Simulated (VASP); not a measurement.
Write the native input for VASP 6.6.1 that does the following.

- Task: single point
- Functional: PBE
- Potentials or basis: VASP PAW PBE potentials, release 64 (W_sv)
- Cutoff: 520 eV
- k mesh: 10 × 7 × 1
- Occupations: gaussian, width 0.1 eV
- Spin: no spin polarisation
- Dipole correction: yes
- Further INCAR settings: ALGO = Normal; EDIFF = 1e-06; NBANDS = 36

The structure of W lies in POSCAR:

```
W
1.0
    2.8547213223      0.0000000000      0.0000000000
    0.0000000000      4.0371856107      0.0000000000
    0.0000000000      0.0000000000     18.2820819834
W
4
Direct
    0.5000000000      0.5000000000      0.3828885576
    0.0000000000      0.0000000000      0.4609628525
    0.5000000000      0.5000000000      0.5380710292
    0.0000000000      0.0000000000      0.5993317806
```

One way to write it, as run:

INCAR

```
  PREC = Accurate
  ENCUT = 520
  EDIFF = 1E-6
  ISMEAR = 0
  SIGMA = 0.1
  LREAL = False
  LASPH = True
  NELM = 80
  ALGO = Normal
  ISIF = 2
  LWAVE = False
  LCHARG = True
  LDIPOL = True
  IDIPOL = 3
  DIPOL = 0.5 0.5 0.495
  GGA = PE
  LELF = True
  LVHAR = True
  LVACPOTAV = True
  NBANDS = 36
```

KPOINTS

```
regular mesh
0
Gamma
  10 7 1
```

Potentials or basis: VASP PAW PBE potentials, release 64 (W_sv).

Run with:

```sh
$ cat potpaw_PBE.64/W_sv/POTCAR > POTCAR
$ mpirun -np 1 vasp_std > vasp.out
```

It gave:

```json
{"Largest force": "2.263 eV/Å", "Band gap on the k mesh": "zero (band 28 reaches 1.01 eV, above the bottom of band 29 at 0.34 eV)"}
```

Caveat: spin-orbit coupling is left out, which moves the levels of the heavy elements.

It took 4.6 min on 1 thread of AMD EPYC 7R43 64-Core Processor (Zen 3), with other jobs on the host, peak memory 0.33 GiB.
